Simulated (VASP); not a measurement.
# Mo (P6/mmm) in VASP: a series of runs

The runs below take Mo through single point, with r2SCAN.

Program: VASP 6.6.1. These are calculated values, not measurements. Logs are shortened: lines on timing, memory, paths and dates and some standing lists are left out, and cuts for length are marked.

**1. The cell of the first run**

Symmetry: P6/mmm, No. 191, hexagonal system. Conventional cell: a = 2.694 Å, b = 2.694 Å, c = 2.517 Å, α = 90.00°, β = 90.00°, γ = 120.00°. Within 3.3 Å of Mo (site symmetry 6/mmm) lie 8 Mo at 2.52 to 2.69 Å.

**2. Single point, r2SCAN (strain -0.015 along x and y, -0.015 along z)**

POSCAR reads:

```
Mo
1.0
    2.6944777412      0.0000000000      0.0000000000
   -1.3472388706      2.3334861739      0.0000000000
    0.0000000000      0.0000000000      2.5168529895
Mo
1
Direct
    0.0000000000      0.0000000000      0.5000000000
```

INCAR.step1 reads:

```
SYSTEM = Mo
PREC = Accurate ; ENCUT = 520
ISMEAR = 0 ; SIGMA = 0.15
LREAL = .False. ; LASPH = .True.
NELM = 80 ; NBANDS = 13
GGA = PE ; ALGO = Normal
EDIFF = 1E-4 ; LWAVE = .True.
LCHARG = .False.
```

INCAR.step2 reads:

```
SYSTEM = Mo
PREC = Accurate ; ENCUT = 520
EDIFF = 1E-7 ; ISMEAR = 0
SIGMA = 0.15 ; LREAL = .False.
LASPH = .True. ; NELM = 80
ALGO = Normal ; ISIF = 2
LWAVE = .False. ; LCHARG = .False.
METAGGA = R2SCAN ; LMIXTAU = .True.
NBANDS = 13 ; ISTART = 1
```

KPOINTS reads:

```
Automatic mesh
0
Gamma
  18 18 18
  0 0 0
```

Potentials or basis: VASP PAW PBE potentials, release 64 (Mo_sv).

Run with:

```console
$ cat potpaw_PBE.64/Mo_sv/POTCAR > POTCAR
$ cp INCAR.step1 INCAR
$ mpirun -np 1 vasp_std > vasp.out
$ cp INCAR.step2 INCAR
$ mpirun -np 1 vasp_std > vasp.out
```

OUTCAR:

```text
SYSTEM = Mo
   PREC = Accurate
   ENCUT = 520
   EDIFF = 1E-7
   ISMEAR = 0
   LREAL = .False.
   LASPH = .True.
   NELM = 80
   ISIF = 2
   METAGGA = R2SCAN
   ISTART = 1

 ion  position               nearest neighbor table
   1  0.000  0.000  0.500-

  LATTYP: Found a hexagonal cell.
 ALAT       =     2.6944777412
 C/A-ratio  =     0.9340782264

  Lattice vectors:

 A1 = (   2.6944777412,   0.0000000000,   0.0000000000)
 A2 = (  -1.3472388706,   2.3334861739,   0.0000000000)
 A3 = (   0.0000000000,   0.0000000000,   2.5168529895)

Analysis of symmetry for initial positions (statically):
=====================================================================
 Subroutine PRICEL returns:
 Original cell was already a primitive cell.

 Routine SETGRP: Setting up the symmetry group for a
 hexagonal supercell.

 Subroutine GETGRP returns: Found 24 space group operations
 (whereof 24 operations were pure point group operations)
 out of a pool of 24 trial point group operations.

The static configuration has the point symmetry D_6h.

Analysis of symmetry for dynamics (positions and initial velocities):
=====================================================================
 Subroutine PRICEL returns:
 Original cell was already a primitive cell.

 Routine SETGRP: Setting up the symmetry group for a
 hexagonal supercell.

 Subroutine GETGRP returns: Found 24 space group operations
 (whereof 24 operations were pure point group operations)
 out of a pool of 24 trial point group operations.

The dynamic configuration has the point symmetry D_6h.

 Subroutine INISYM returns: Found 24 space group operations
 (whereof 24 operations are pure point group operations),
 and found     1 'primitive' translations

----------------------------------------------------------------------------------------

                                     Primitive cell

  volume of cell :      15.8248

  direct lattice vectors                    reciprocal lattice vectors
     2.694477741  0.000000000  0.000000000     0.371129434  0.214271679  0.000000000
    -1.347238871  2.333486174  0.000000000     0.000000000  0.428543358  0.000000000
     0.000000000  0.000000000  2.516852989     0.000000000  0.000000000  0.397321577

  length of vectors
     2.694477741  2.694477741  2.516852989     0.428543358  0.428543358  0.397321577

  position of ions in fractional coordinates (direct lattice)
     0.000000000  0.000000000  0.500000000

  ion indices of the primitive-cell ions
   primitive index   ion index
                 1           1

----------------------------------------------------------------------------------------

 KPOINTS: Automatic mesh

Automatic generation of k-mesh.
 Grid dimensions read from file:
 generate k-points for:   18   18   18

 Generating k-lattice:

  Cartesian coordinates                     Fractional coordinates (reciprocal lattice)
     0.020618302  0.011903982  0.000000000     0.055555556  0.000000000  0.000000000
     0.000000000  0.023807964  0.000000000     0.000000000  0.055555556  0.000000000
     0.000000000  0.000000000  0.022073421     0.000000000  0.000000000  0.055555556

  Length of vectors
     0.023807964  0.023807964  0.022073421

  Shift w.r.t. Gamma in fractional coordinates (k-lattice)
     0.000000000  0.000000000  0.000000000

 Subroutine IBZKPT returns following result:
 ===========================================

 Found    370 irreducible k-points:

 Following reciprocal coordinates:
            Coordinates               Weight
  0.000000  0.000000  0.000000      1.000000
  0.055556  0.000000  0.000000      6.000000
  0.111111  0.000000  0.000000      6.000000
  0.166667 -0.000000  0.000000      6.000000
  0.222222  0.000000  0.000000      6.000000
  0.277778  0.000000  0.000000      6.000000
[... 16 lines left out ...]
  0.333333  0.111111  0.000000     12.000000
  0.388889  0.111111  0.000000     12.000000
 [... further k-points ...]
   k-points           NKPTS =    370   k-points in BZ     NKDIM =    370   number of bands    NBANDS=     13
   number of dos      NEDOS =    301   number of ions     NIONS =      1
   total plane-waves  NPLWV =   8000
   dimension x,y,z NGX =    20 NGY =   20 NGZ =   20
   dimension x,y,z NGXF=    40 NGYF=   40 NGZF=   40
   ions per type =               1
   NGX,Y,Z   is equivalent  to a cutoff of  12.34, 12.34, 13.21 a.u.
   NGXF,Y,Z  is equivalent  to a cutoff of  24.68, 24.68, 26.42 a.u.
 SYSTEM =  Mo
   PREC   = accura    normal or accurate (medium, high low for compatibility)
   ISTART =      1    job   : 0-new  1-cont  2-samecut
   ICHARG =      0    charge: 1-file 2-atom 10-const
   ISPIN  =      1    spin polarized calculation?
   LNONCOLLINEAR =      F non collinear calculations
   LSORBIT =      F    spin-orbit coupling
   LASPH  =      T    aspherical Exc in radial PAW
   ENCUT  =  520.0 eV  38.22 Ry    6.18 a.u.   5.01  5.01  4.68*2*pi/ulx,y,z
   NELM   =     80;   NELMIN=  2; NELMDL=  0     # of ELM steps
   EDIFF  = 0.1E-06   stopping-criterion for ELM
   LREAL  =      F    real-space projection
   EDIFFG = 0.1E-05   stopping-criterion for IOM
   NSW    =      0    number of steps for IOM
   IBRION =     -1    ionic relax: 0-MD 1-quasi-New 2-CG
   NFREE  =      0    steps in history (QN), initial steepest desc. (CG)
   ISIF   =      2    stress and relaxation
   ISYM   =      2    0-nonsym 1-usesym 2-fastsym
   POTIM  = 0.5000    time-step for ionic-motion
   TEBEG  =    0.0;   TEEND  =   0.0 temperature during run
   PSTRESS=    0.0 pullay stress
   NELECT =      14.0000    total number of electrons
   NUPDOWN=      -1.0000    fix difference up-down
   EMIN   =  10.00;   EMAX   =-10.00  energy-range for DOS
   EFERMI =   0.00;   METHOD = LEGACY
   ISMEAR =     0;   SIGMA  =   0.15  broadening in eV -4-tet -1-fermi 0-gaus
   EFERMI_NEDOS =   21; number of points for ismear=-14 and -15
   IALGO  =     38    algorithm
   IMIX   =      4    mixing-type and parameters
     AMIX     =   0.40;   BMIX     =  1.00
     AMIX_MAG =   1.60;   BMIX_MAG =  1.00
  volume/ion in A,a.u.               =      15.82       106.79
  Fermi-wavevector in a.u.,A,eV,Ry     =   1.571586  2.969868 33.604813  2.469884
  Thomas-Fermi vector in A             =   2.673148
   LORBIT       =      0    0 simple, 1 ext, 2 COOP (PROOUT), +10 PAW based schemes
   METAGGA = R2SCAN    functional components
   LHFCALC =     F    Hartree Fock is set to
   AEXX    =    0.0000 exact exchange contribution
   IVDW    =     0    specifies the selected vdW correction
   LEPSILON=     F    determine dielectric tensor
   LRPA    =     F    only Hartree local field effects (RPA)
 non-spin polarized calculation
 Gauss-broadening in eV      SIGMA  =   0.15
  energy-cutoff  :      520.00
  volume of cell :       15.82
 maximum number of plane-waves:       438
 NGX is ok and might be reduce to    20
   NGX =  9   NGY =  9   NGZ =  9

 number of electron      14.0000002 magnetization

 Free energy of the ion-electron system (eV)
  ---------------------------------------------------
  ext. energy  EPLUGINS =         0.00000000
  ---------------------------------------------------
  free energy    TOTEN  =       -25.11981584 eV

  energy without entropy =      -25.11159839  energy(sigma->0) =      -25.11570711

 E-fermi :  12.2663     XC(G=0): -14.4244

 val. band max:       12.2643650889   @ k =   0.3333  -0.0000   0.4444
 cond. band min:      12.2664433619   @ k =   0.0556   0.0556   0.3333
 fundamental gap:      0.0020782730
 Fermi energy:        12.2663426469

 k-point     1 :       0.0000    0.0000    0.0000
  band No.  band energies     occupation
      1     -50.7662      2.00000
      2     -23.1423      2.00000
      3     -23.1423      2.00000
      4     -23.0709      2.00000
      5       4.9408      2.00000
      6       7.3054      2.00000
      7      11.2339      2.00000
      8      11.2339      2.00000
      9      16.9169      0.00000
     10      16.9169      0.00000
     11      25.8100      0.00000
     12      29.4223      0.00000
     13      34.6232      0.00000

 k-point     2 :       0.0556    0.0000    0.0000
  band No.  band energies     occupation
      1     -50.7575      2.00000
      2     -23.1975      2.00000
      3     -23.1544      2.00000
      4     -23.0653      2.00000
      5       5.0759      2.00000
      6       7.3641      2.00000
      7      11.0929      2.00000
      8      11.3576      2.00000
      9      16.7683      0.00000
     10      16.8930      0.00000
     11      26.1256      0.00000
     12      29.6916      0.00000
     13      33.7986      0.00000

 k-point     3 :       0.1111    0.0000    0.0000
  band No.  band energies     occupation
      1     -50.7324      2.00000
      2     -23.3548      2.00000
      3     -23.1892      2.00000
      4     -23.0490      2.00000
      5       5.4575      2.00000
      6       7.5362      2.00000
      7      10.7338      2.00000
      8      11.7236      2.00000
      9      16.3667      0.00000
     10      16.8251      0.00000
     11      26.9826      0.00000
     12      30.4459      0.00000
     13      32.2329      0.00000

 k-point     4 :       0.1667   -0.0000    0.0000
  band No.  band energies     occupation
      1     -50.6936      2.00000
      2     -23.5913      2.00000
      3     -23.2421      2.00000
      4     -23.0240      2.00000
      5       6.0098      2.00000
      6       7.7941      2.00000
      7      10.3294      2.00000
      8      12.3163      0.63758
      9      15.8124      0.00000
     10      16.7227      0.00000
     11      28.0277      0.00000
     12      30.7701      0.00000
     13      31.5509      0.00000

 k-point     5 :       0.2222    0.0000    0.0000
  band No.  band energies     occupation
      1     -50.6456      2.00000
      2     -23.8745      2.00000
      3     -23.3063      2.00000
      4     -22.9932      2.00000
      5       6.6011      2.00000
      6       8.0238      2.00000
      7      10.1682      2.00000
      8      13.1076      0.00000
      9      15.2075      0.00000
     10      16.5998      0.00000
     11      27.9407      0.00000
     12      30.6451      0.00000
     13      31.4687      0.00000
[... 257 lines left out ...]
 k-point    22 :       0.2778    0.1111    0.0000
  band No.  band energies     occupation
      1     -50.5323      2.00000
      2     -24.4289      2.00000
      3     -23.5431      2.00000
      4     -22.9208      2.00000
      5       7.6507      2.00000
      6       8.3287      2.00000
      7      10.6623      2.00000
      8      14.1622      0.00000
      9      15.8113      0.00000
     10      16.1080      0.00000
     11      25.3674      0.00000
     12      27.5683      0.00000
     13      32.2561      0.00000

 k-point    23 :       0.3333    0.1111    0.0000
  band No.  band energies     occupation
      1     -50.4945      2.00000
      2     -24.6153      2.00000
      3     -23.6092      2.00000
      4     -22.8969      2.00000
      5       7.5067      2.00000
      6       8.5310      2.00000
      7      11.5746      2.00000
      8      13.8408      0.00000
      9      15.9773      0.00000
     10      16.8509      0.00000
     11      24.2297      0.00000
     12      26.6628      0.00000
     13      31.3267      0.00000

 k-point    24 :       0.3889    0.1111    0.0000
  band No.  band energies     occupation
      1     -50.4697      2.00000
      2     -24.7355      2.00000
      3     -23.6520      2.00000
      4     -22.8812      2.00000
      5       7.3439      2.00000
      6       8.7243      2.00000
      7      12.3085      0.69104
      8      13.6398      0.00000
      9      15.8933      0.00000
     10      17.6336      0.00000
     11      23.4304      0.00000
     12      25.9226      0.00000
     13      30.7585      0.00000

 [... further k-points ...]
[... 5 lines left out ...]
  --------------------------------------------------------------------------------------
  -------------------------------------------------------------------------------------
  Total        1.4588028      1.4588028      0.8937621      0.0000000     -0.0000000      0.0000000
  in kB      147.6962610    147.6962610     90.4887989      0.0000000     -0.0000000      0.0000000
  external PRESSURE =     128.6271070 kB  Pullay stress =       0.0000000 kB

 VOLUME and BASIS-vectors are now :
 -----------------------------------------------------------------------------
  energy-cutoff  :      520.00
  volume of cell :       15.82
      direct lattice vectors                 reciprocal lattice vectors
     2.694477741  0.000000000  0.000000000     0.371129434  0.214271679  0.000000000
    -1.347238871  2.333486174  0.000000000     0.000000000  0.428543358  0.000000000
     0.000000000  0.000000000  2.516852989     0.000000000  0.000000000  0.397321577

 POSITION                                       TOTAL-FORCE (eV/Angst)
 -----------------------------------------------------------------------------------
      0.00000      0.00000      1.25843         0.000000      0.000000      0.000000
 -----------------------------------------------------------------------------------
    total drift:                               -0.000000      0.000000     -0.000000

  FREE ENERGIE OF THE ION-ELECTRON SYSTEM (eV)
  ---------------------------------------------------
  free  energy   TOTEN  =       -25.1198158366 eV

  energy  without entropy=      -25.1115983856  energy(sigma->0) =      -25.11570711
```

Run time: 2 min. Hardware: 1 thread of Intel Xeon 6975P-C (Granite Rapids), shared host; peak memory 0.18 GiB.

What came out:

- Free energy: -25.1198 eV
- Pressure: 12.9 GPa
- Band gap on the k mesh: zero (band 7 reaches 13.37 eV, above the bottom of band 8 at 11.23 eV)

Caveat: the cell differs from its parent crystal (strain -0.015 along x and y, -0.015 along z); the PAW data sets were made with another functional, which shifts forces and pressure a little.

**3. Single point, r2SCAN (strain -0.030 along x and y, +0.030 along z)**

POSCAR reads:

```
Mo
1.0
    2.6534450853      0.0000000000      0.0000000000
   -1.3267225426      2.2979508514      0.0000000000
    0.0000000000      0.0000000000      2.6318361210
Mo
1
Direct
    0.0000000000      0.0000000000      0.5000000000
```

INCAR.step1 reads:

```
ALGO = Normal ; EDIFF = 1E-4
ENCUT = 520 ; GGA = PE
ISMEAR = 0 ; LASPH = True
LCHARG = False ; LREAL = False
LWAVE = True ; NBANDS = 13
NELM = 80 ; PREC = Accurate
SIGMA = 0.15
```

INCAR.step2 reads:

```
ALGO = Normal ; EDIFF = 1E-7
ENCUT = 520 ; ISIF = 2
ISMEAR = 0 ; ISTART = 1
LASPH = True ; LCHARG = False
LMIXTAU = True ; LREAL = False
LWAVE = False ; METAGGA = R2SCAN
NBANDS = 13 ; NELM = 80
PREC = Accurate ; SIGMA = 0.15
```

KPOINTS reads:

```
k-points
0
Gamma
  18 18 18
```

Potentials or basis: VASP PAW PBE potentials, release 64 (Mo_sv).

Run with:

```console
$ cat potpaw_PBE.64/Mo_sv/POTCAR > POTCAR
$ cp INCAR.step1 INCAR
$ mpirun -np 1 vasp_std > vasp.out
$ cp INCAR.step2 INCAR
$ mpirun -np 1 vasp_std > vasp.out
```

Wall time 2 min (1 thread of Intel Xeon 6975P-C (Granite Rapids), shared host); peak memory 0.19 GiB.

It converged, with:

| Property | Result |
| --- | --- |
| Free energy | -25.0628 eV |
| Pressure | 10.7 GPa |
| Band gap on the k mesh | zero (band 7 reaches 13.23 eV, above the bottom of band 8 at 11.13 eV) |

Stress tensor (GPa, compression positive):
```
20.69  0.00  0.00
 0.00 20.69  0.00
 0.00  0.00 -9.16
```

Levels at points of the mesh, in eV from the Fermi level:
```csv
k point,band 4,band 5,band 6,band 7,band 8,band 9,band 10,band 11
"(0.00, 0.00, 0.00)",-35.47,-7.47,-5.01,-1.13,-1.13,4.22,4.22,13.79
"(0.50, 0.00, 0.00)",-35.58,-5.72,-3.26,0.16,1.20,3.36,5.07,11.48
"(0.00, 0.00, 0.50)",-35.35,-4.62,-0.78,-0.48,-0.48,1.50,1.50,9.35
"(0.50, 0.00, 0.50)",-35.77,-5.90,-4.43,0.00,5.32,5.80,6.32,7.78
```

Caveat: the cell differs from its parent crystal (strain -0.030 along x and y, +0.030 along z); the PAW data sets were made with another functional, which shifts forces and pressure a little.
